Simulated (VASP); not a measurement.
The system is Ga2O3.

```
Ga O
1.0
     2.40907    1.39087    4.38401
    -2.40907    1.39087    4.38401
     0.00000   -2.78175    4.38401
Ga O
4 6
Direct
  0.14790 0.14790 0.14790
  0.35210 0.35210 0.35210
  0.64790 0.64790 0.64790
  0.85210 0.85210 0.85210
  0.94385 0.55615 0.25000
  0.44385 0.75000 0.05615
  0.55615 0.25000 0.94385
  0.25000 0.94385 0.55615
  0.75000 0.05615 0.44385
  0.05615 0.44385 0.75000
```

* Program: VASP 6.6.1
* Task: relaxation of cell and atoms
* Functional: PBE
* Potentials or basis: VASP PAW PBE potentials, release 64 (Ga_d, O)
* Cutoff: 600 eV
* k mesh: 6 × 6 × 6
* Occupations: fermi-dirac, width 0.02 eV
* Spin: no spin polarisation

At the start: pressure 37.1 GPa; volume 8.81 Å³/atom.

**Question.** How do energy, volume and symmetry change on relaxing?

**Answer.** Over 11 steps the energy falls by 138.6 meV/atom and the volume is 10.10 Å³/atom (+14.6 %); space group R-3c (No. 167, to 0.05 Å).

Step by step:
```
step  energy change (eV)  largest force (eV/Å)  pressure (GPa)  volume (Å³)
   1              0.0000                0.6582           37.14        88.14
   2             -0.2061                0.2188          -20.70       116.85
   3             -1.3555                0.2751           -0.81       101.52
   4             -1.3561                0.2792           -0.25       101.24
   5             -1.3557                0.2837            0.29       100.97
   6             -1.3737                0.1863            0.33       100.93
   7             -1.3836                0.0610            0.44       100.86
   8             -1.3856                0.0142           -0.54       101.32
   9             -1.3857                0.0211           -0.39       101.25
  10             -1.3861                0.0112            0.12       100.97
  11             -1.3862                0.0038           -0.01       101.04
```

Final structure:
```
Ga O
1.0
     2.53274    1.46228    4.54689
    -2.53274    1.46228    4.54689
     0.00000   -2.92456    4.54689
Ga O
4 6
Cartesian
  0.0000 0.0000 1.9656
  0.0000 0.0000 4.8547
  0.0000 0.0000 8.7860
  0.0000 0.0000 11.6750
  0.9972 1.4623 7.9571
  -0.7677 1.5948 5.6836
  0.7677 -1.5948 7.9571
  -1.7650 0.1325 7.9571
  1.7650 -0.1325 5.6836
  -0.9972 -1.4623 5.6836
```
